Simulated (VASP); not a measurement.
# FeSi (P2_13) in VASP: single point with PBE

Aim: the single point of FeSi with PBE.

Program: VASP 6.6.1. These are calculated values, not measurements. Logs are shortened: lines on timing, memory, paths and dates and some standing lists are left out, and cuts for length are marked.

## 1. The cell of the first run

Symmetry: P2_13, No. 198, cubic system. Conventional cell: a = 4.448 Å, b = 4.448 Å, c = 4.448 Å, α = 90.00°, β = 90.00°, γ = 90.00°. Within 3.0 Å of Fe (site symmetry 3) lie 7 Si at 2.27 to 2.50 Å and 6 Fe at 2.73 Å. Si (site symmetry 3) has 7 Fe at 2.27 to 2.50 Å and 6 Si at 2.76 Å within 3.0 Å.

## 2. Single point, PBE, collinear spin, ferromagnetic start

The input, INCAR:

```
SYSTEM = FeSi
ALGO = Normal
EDIFF = 1E-6
ENCUT = 520
GGA = PE
ISIF = 2
ISMEAR = 0
ISPIN = 2
LASPH = .True.
LCHARG = .False.
LMAXMIX = 4
LORBIT = 11
LREAL = .False.
LWAVE = .False.
MAGMOM = 2.5 2.5 2.5 2.5 0 0 0 0
NBANDS = 38
NELM = 150
PREC = Accurate
SIGMA = 0.05
```

The input, KPOINTS:

```
k-points
0
Gamma
  8 8 8
  0 0 0
```

The input, POSCAR:

```
FeSi
1.0
    4.4479877392      0.0000000000      0.0000000000
    0.0000000000      4.4479877392      0.0000000000
    0.0000000000      0.0000000000      4.4479877392
Fe Si
4 4
Direct
    0.1359950305      0.1359950305      0.1359950305
    0.3640049695      0.8640049695      0.6359950305
    0.6359950305      0.3640049695      0.8640049695
    0.8640049695      0.6359950305      0.3640049695
    0.8407182958      0.8407182958      0.8407182958
    0.6592817042      0.1592817042      0.3407182958
    0.3407182958      0.6592817042      0.1592817042
    0.1592817042      0.3407182958      0.6592817042
```

Potentials or basis: VASP PAW PBE potentials, release 64 (Fe, Si).

Command:

```bash
> cat potpaw_PBE.64/Fe/POTCAR potpaw_PBE.64/Si/POTCAR > POTCAR
> mpirun -np 1 vasp_std > vasp.out
```

OUTCAR:

```text
SYSTEM = FeSi
   EDIFF = 1E-6
   ENCUT = 520
   GGA = PE
   ISIF = 2
   ISMEAR = 0
   ISPIN = 2
   LASPH = .True.
   LORBIT = 11
   LREAL = .False.
   NELM = 150
   PREC = Accurate

 ion  position               nearest neighbor table
   1  0.136  0.136  0.136-   5 2.27   6 2.31   7 2.31   8 2.31   7 2.50   8 2.50   6 2.50   3 2.73
                             4 2.73   2 2.73   2 2.73   4 2.73   3 2.73
   2  0.364  0.864  0.636-   6 2.27   5 2.31   7 2.31   8 2.31   7 2.50   8 2.50   5 2.50   1 2.73
                             1 2.73   3 2.73   3 2.73   4 2.73   4 2.73
   3  0.636  0.364  0.864-   7 2.27   6 2.31   5 2.31   8 2.31   8 2.50   6 2.50   5 2.50   1 2.73
                             4 2.73   2 2.73   2 2.73   4 2.73   1 2.73
   4  0.864  0.636  0.364-   8 2.27   6 2.31   7 2.31   5 2.31   6 2.50   5 2.50   7 2.50   1 2.73
                             3 2.73   2 2.73   1 2.73   2 2.73   3 2.73
   5  0.841  0.841  0.841-   1 2.27   2 2.31   3 2.31   4 2.31   3 2.50   4 2.50   2 2.50   6 2.76
                             7 2.76   8 2.76   6 2.76   8 2.76   7 2.76
   6  0.659  0.159  0.341-   2 2.27   1 2.31   3 2.31   4 2.31   3 2.50   4 2.50   1 2.50   8 2.76
                             5 2.76   5 2.76   7 2.76   7 2.76   8 2.76
   7  0.341  0.659  0.159-   3 2.27   2 2.31   1 2.31   4 2.31   4 2.50   2 2.50   1 2.50   8 2.76
                             5 2.76   8 2.76   6 2.76   6 2.76   5 2.76
   8  0.159  0.341  0.659-   4 2.27   2 2.31   3 2.31   1 2.31   2 2.50   1 2.50   3 2.50   7 2.76
                             5 2.76   7 2.76   5 2.76   6 2.76   6 2.76

  LATTYP: Found a simple cubic cell.
 ALAT       =     4.4479877392

  Lattice vectors:

 A1 = (   4.4479877392,   0.0000000000,   0.0000000000)
 A2 = (   0.0000000000,   4.4479877392,   0.0000000000)
 A3 = (   0.0000000000,   0.0000000000,   4.4479877392)

Analysis of symmetry for initial positions (statically):
=====================================================================
 Subroutine PRICEL returns:
 Original cell was already a primitive cell.

 Routine SETGRP: Setting up the symmetry group for a
 simple cubic supercell.

 Subroutine GETGRP returns: Found 12 space group operations
 (whereof  3 operations were pure point group operations)
 out of a pool of 48 trial point group operations.

The static configuration has the point symmetry C_3 .
 The point group associated with its full space group is T   .

Analysis of symmetry for dynamics (positions and initial velocities):
=====================================================================
 Subroutine PRICEL returns:
 Original cell was already a primitive cell.

 Routine SETGRP: Setting up the symmetry group for a
 simple cubic supercell.

 Subroutine GETGRP returns: Found 12 space group operations
 (whereof  3 operations were pure point group operations)
 out of a pool of 48 trial point group operations.

The dynamic configuration has the point symmetry C_3 .
 The point group associated with its full space group is T   .

Analysis of structural, dynamic, and magnetic symmetry:
=====================================================================
 Subroutine PRICEL returns:
 Original cell was already a primitive cell.

 Routine SETGRP: Setting up the symmetry group for a
 simple cubic supercell.

 Subroutine GETGRP returns: Found 12 space group operations
 (whereof  3 operations were pure point group operations)
 out of a pool of 48 trial point group operations.

The overall configuration has the point symmetry C_3 .
 The point group associated with its full space group is T   .

 Subroutine INISYM returns: Found 12 space group operations
 (whereof  3 operations are pure point group operations),
 and found     1 'primitive' translations

----------------------------------------------------------------------------------------

                                     Primitive cell

  volume of cell :      88.0016

  direct lattice vectors                    reciprocal lattice vectors
     4.447987739  0.000000000  0.000000000     0.224820764  0.000000000  0.000000000
     0.000000000  4.447987739  0.000000000     0.000000000  0.224820764  0.000000000
     0.000000000  0.000000000  4.447987739     0.000000000  0.000000000  0.224820764

  length of vectors
     4.447987739  4.447987739  4.447987739     0.224820764  0.224820764  0.224820764

  position of ions in fractional coordinates (direct lattice)
     0.135995030  0.135995030  0.135995030
     0.364004970  0.864004970  0.635995030
     0.635995030  0.364004970  0.864004970
     0.864004970  0.635995030  0.364004970
     0.840718296  0.840718296  0.840718296
     0.659281704  0.159281704  0.340718296
     0.340718296  0.659281704  0.159281704
     0.159281704  0.340718296  0.659281704

  ion indices of the primitive-cell ions
   primitive index   ion index
                 1           1
                 2           2
                 3           3
                 4           4
                 5           5
                 6           6
                 7           7
                 8           8

----------------------------------------------------------------------------------------

 KPOINTS: k-points

Automatic generation of k-mesh.
 Grid dimensions read from file:
 generate k-points for:    8    8    8

 Generating k-lattice:

  Cartesian coordinates                     Fractional coordinates (reciprocal lattice)
     0.028102595  0.000000000  0.000000000     0.125000000  0.000000000  0.000000000
     0.000000000  0.028102595  0.000000000     0.000000000  0.125000000  0.000000000
     0.000000000  0.000000000  0.028102595     0.000000000  0.000000000  0.125000000

  Length of vectors
     0.028102595  0.028102595  0.028102595

  Shift w.r.t. Gamma in fractional coordinates (k-lattice)
     0.000000000  0.000000000  0.000000000

 Subroutine IBZKPT returns following result:
 ===========================================

 Found     45 irreducible k-points:

 Following reciprocal coordinates:
            Coordinates               Weight
  0.000000  0.000000  0.000000      1.000000
  0.125000  0.000000  0.000000      6.000000
  0.250000  0.000000  0.000000      6.000000
  0.375000  0.000000  0.000000      6.000000
  0.500000  0.000000  0.000000      3.000000
  0.125000  0.125000  0.000000     12.000000
[... 16 lines left out ...]
  0.250000  0.125000  0.125000     24.000000
  0.375000  0.125000  0.125000     24.000000
 [... further k-points ...]
   k-points           NKPTS =     45   k-points in BZ     NKDIM =     45   number of bands    NBANDS=     38
   number of dos      NEDOS =    301   number of ions     NIONS =      8
   total plane-waves  NPLWV =  46656
   dimension x,y,z NGX =    36 NGY =   36 NGZ =   36
   dimension x,y,z NGXF=    72 NGYF=   72 NGZF=   72
   ions per type =               4   4
   NGX,Y,Z   is equivalent  to a cutoff of  13.46, 13.46, 13.46 a.u.
   NGXF,Y,Z  is equivalent  to a cutoff of  26.91, 26.91, 26.91 a.u.
 SYSTEM =  FeSi
   PREC   = accura    normal or accurate (medium, high low for compatibility)
   ISTART =      0    job   : 0-new  1-cont  2-samecut
   ICHARG =      2    charge: 1-file 2-atom 10-const
   ISPIN  =      2    spin polarized calculation?
   LNONCOLLINEAR =      F non collinear calculations
   LSORBIT =      F    spin-orbit coupling
   LASPH  =      T    aspherical Exc in radial PAW
   ENCUT  =  520.0 eV  38.22 Ry    6.18 a.u.   8.27  8.27  8.27*2*pi/ulx,y,z
   NELM   =    150;   NELMIN=  2; NELMDL= -5     # of ELM steps
   EDIFF  = 0.1E-05   stopping-criterion for ELM
   LREAL  =      F    real-space projection
   EDIFFG = 0.1E-04   stopping-criterion for IOM
   NSW    =      0    number of steps for IOM
   IBRION =     -1    ionic relax: 0-MD 1-quasi-New 2-CG
   NFREE  =      0    steps in history (QN), initial steepest desc. (CG)
   ISIF   =      2    stress and relaxation
   ISYM   =      2    0-nonsym 1-usesym 2-fastsym
   POTIM  = 0.5000    time-step for ionic-motion
   TEBEG  =    0.0;   TEEND  =   0.0 temperature during run
   PSTRESS=    0.0 pullay stress
   NELECT =      48.0000    total number of electrons
   NUPDOWN=      -1.0000    fix difference up-down
   EMIN   =  10.00;   EMAX   =-10.00  energy-range for DOS
   EFERMI =   0.00;   METHOD = LEGACY
   ISMEAR =     0;   SIGMA  =   0.05  broadening in eV -4-tet -1-fermi 0-gaus
   EFERMI_NEDOS =   21; number of points for ismear=-14 and -15
   IALGO  =     38    algorithm
   IMIX   =      4    mixing-type and parameters
     AMIX     =   0.40;   BMIX     =  1.00
     AMIX_MAG =   1.60;   BMIX_MAG =  1.00
  volume/ion in A,a.u.               =      11.00        74.23
  Fermi-wavevector in a.u.,A,eV,Ry     =   1.337596  2.527690 24.343045  1.789163
  Thomas-Fermi vector in A             =   2.466132
   LORBIT       =     11    0 simple, 1 ext, 2 COOP (PROOUT), +10 PAW based schemes
   GGA     = PE    functional components
   LHFCALC =     F    Hartree Fock is set to
   AEXX    =    0.0000 exact exchange contribution
   IVDW    =     0    specifies the selected vdW correction
   LEPSILON=     F    determine dielectric tensor
   LRPA    =     F    only Hartree local field effects (RPA)
 spin polarized calculation
 Gauss-broadening in eV      SIGMA  =   0.05
  energy-cutoff  :      520.00
  volume of cell :       88.00
 maximum number of plane-waves:      2392
 NGX is ok and might be reduce to    36
   NGX = 17   NGY = 17   NGZ = 17

 number of electron      48.0000013 magnetization      -0.4751449

 number of electron      48.0000013 magnetization       0.0069773

 Free energy of the ion-electron system (eV)
  ---------------------------------------------------
  ext. energy  EPLUGINS =         0.00000000
  ---------------------------------------------------
  free energy    TOTEN  =       -58.78221721 eV

  energy without entropy =      -58.78166016  energy(sigma->0) =      -58.78193868

 E-fermi :   9.8034     XC(G=0): -12.7991

 val. band max:        9.7224869282   @ k =  -0.1250   0.3750   0.0000
 cond. band min:       9.8824292826   @ k =   0.2500   0.2500   0.0000
 fundamental gap:      0.1599423544
 Fermi energy:         9.8033855681

 spin component 1

 k-point     1 :       0.0000    0.0000    0.0000
  band No.  band energies     occupation
      1      -3.5180      1.00000
      2       1.8374      1.00000
      3       1.8374      1.00000
      4       1.8374      1.00000
      5       4.6740      1.00000
      6       4.6740      1.00000
[... 28 lines left out ...]
     35      14.0336      0.00000
     36      15.3159      0.00000
[... 866 lines left out ...]
      6       4.4499      1.00000
[... 28 lines left out ...]
     35      15.2285      0.00000
     36      15.8157      0.00000

 [... further k-points ...]

 spin component 2

 k-point     1 :       0.0000    0.0000    0.0000
  band No.  band energies     occupation
      1      -3.5182      1.00000
      2       1.8373      1.00000
      3       1.8373      1.00000
      4       1.8373      1.00000
      5       4.6742      1.00000
      6       4.6742      1.00000
[... 28 lines left out ...]
     35      14.0344      0.00000
     36      15.3161      0.00000
[... 866 lines left out ...]
      6       4.4501      1.00000
[... 28 lines left out ...]
     35      15.2289      0.00000
     36      15.8160      0.00000

 [... further k-points ...]

 [bands above 36 left out]

------------------------ aborting loop because EDIFF is reached ----------------------------------------

  FORCE on cell =-STRESS in cart. coord.  units (eV):
  Direction    XX          YY          ZZ          XY          YZ          ZX
  --------------------------------------------------------------------------------------
  -------------------------------------------------------------------------------------
  Total        0.0912747      0.0912747      0.0912747      0.0000000     -0.0000000     -0.0000000
  in kB        1.6617666      1.6617666      1.6617666      0.0000000     -0.0000000     -0.0000000
  external PRESSURE =       1.6617666 kB  Pullay stress =       0.0000000 kB

 VOLUME and BASIS-vectors are now :
 -----------------------------------------------------------------------------
  energy-cutoff  :      520.00
  volume of cell :       88.00
      direct lattice vectors                 reciprocal lattice vectors
     4.447987739  0.000000000  0.000000000     0.224820764  0.000000000  0.000000000
     0.000000000  4.447987739  0.000000000     0.000000000  0.224820764  0.000000000
     0.000000000  0.000000000  4.447987739     0.000000000  0.000000000  0.224820764

 POSITION                                       TOTAL-FORCE (eV/Angst)
 -----------------------------------------------------------------------------------
      0.60490      0.60490      0.60490         0.020461      0.020461      0.020461
      1.61909      3.84308      2.82890        -0.020461     -0.020461      0.020461
      2.82890      1.61909      3.84308         0.020461     -0.020461     -0.020461
      3.84308      2.82890      1.61909        -0.020461      0.020461     -0.020461
      3.73950      3.73950      3.73950         0.001375      0.001375      0.001375
      2.93248      0.70848      1.51551        -0.001375     -0.001375      0.001375
      1.51551      2.93248      0.70848         0.001375     -0.001375     -0.001375
      0.70848      1.51551      2.93248        -0.001375      0.001375     -0.001375
 -----------------------------------------------------------------------------------
    total drift:                               -0.000001     -0.000001     -0.000000

  FREE ENERGIE OF THE ION-ELECTRON SYSTEM (eV)
  ---------------------------------------------------
  free  energy   TOTEN  =       -58.7822172077 eV

  energy  without entropy=      -58.7816601566  energy(sigma->0) =      -58.78193868

 total charge

# of ion       s       p       d       tot
------------------------------------------
    1        0.440   0.646   6.569   7.656
    2        0.440   0.646   6.569   7.656
    3        0.440   0.646   6.569   7.656
    4        0.440   0.646   6.569   7.656
    5        0.737   0.899   0.000   1.636
    6        0.737   0.899   0.000   1.636
    7        0.737   0.899   0.000   1.636
    8        0.737   0.899   0.000   1.636
--------------------------------------------------
tot          4.709   6.183  26.276  37.168

 magnetization (x)

# of ion       s       p       d       tot
------------------------------------------
    1       -0.000  -0.000   0.000   0.000
    2       -0.000  -0.000   0.000   0.000
    3       -0.000  -0.000   0.000   0.000
    4       -0.000  -0.000   0.000   0.000
    5       -0.000  -0.000   0.000  -0.000
    6       -0.000  -0.000   0.000  -0.000
    7       -0.000  -0.000   0.000  -0.000
    8       -0.000  -0.000   0.000  -0.000
--------------------------------------------------
tot         -0.000  -0.001   0.002   0.001
```

It took 8 min on 1 thread of AMD EPYC 7R43 (Zen 3), shared host; peak memory 0.34 GiB.

Results:

| Property | Result |
| --- | --- |
| Free energy | -58.7822 eV |
| Pressure | 0.2 GPa |
| Largest force | 0.035 eV/Å |
| Band gap on the k mesh | 0.16 eV (least direct gap 0.17 eV) |
| Net moment | 0.01 μB per cell |
| Valence electrons inside the program's atomic spheres | Fe 7.66; Si 1.64 |

Forces in eV/Å, atoms in the order of the input:
```
Fe   0.020  0.020  0.020
Fe  -0.020 -0.020  0.020
Fe   0.020 -0.020 -0.020
Fe  -0.020  0.020 -0.020
Si   0.001  0.001  0.001
Si  -0.001 -0.001  0.001
Si   0.001 -0.001 -0.001
Si  -0.001  0.001 -0.001
```

Caveat: the moments typed at the start vanished in this run. A k mesh can miss the band edges.
